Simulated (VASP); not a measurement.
Here is a VASP 6.6.1 calculation.

Contents of INCAR:

```
SYSTEM = W
PREC = Accurate
ENCUT = 520
EDIFF = 1E-6
ISMEAR = -1
SIGMA = 0.15
LREAL = .False.
LASPH = .True.
NELM = 80
ALGO = Normal
ISIF = 2
LWAVE = .False.
LCHARG = .False.
GGA = B5
ALDAX = 1.0
AGGAX = 1.0
AGGAC = 1.0
ALDAC = 0.0
NBANDS = 13
```

File KPOINTS:

```
regular mesh
0
Gamma
  9 9 9
  0 0 0
```

Contents of POSCAR:

```
W
1.0
    0.0000000000      2.0300000000      2.0300000000
    2.0300000000      0.0000000000      2.0300000000
    2.0300000000      2.0300000000      0.0000000000
W
1
Direct
    0.0000000000      0.0000000000      0.0000000000
```

Potentials or basis: VASP PAW PBE potentials, release 64 (W_sv).

Run with:

```console
$ cat potpaw_PBE.64/W_sv/POTCAR > POTCAR
$ mpirun -np 1 vasp_std > vasp.out
```

(1) What does it give for the band gap on the k mesh?

(2) What does it give for the pressure?

Answers

(1) zero (band 7 reaches 13.41 eV, above the bottom of band 8 at 10.19 eV).

(2) 5.7 GPa.

Caveat: the PAW data sets were made with another functional, which shifts forces and pressure a little; spin-orbit coupling is left out, which moves the levels of the heavy elements.
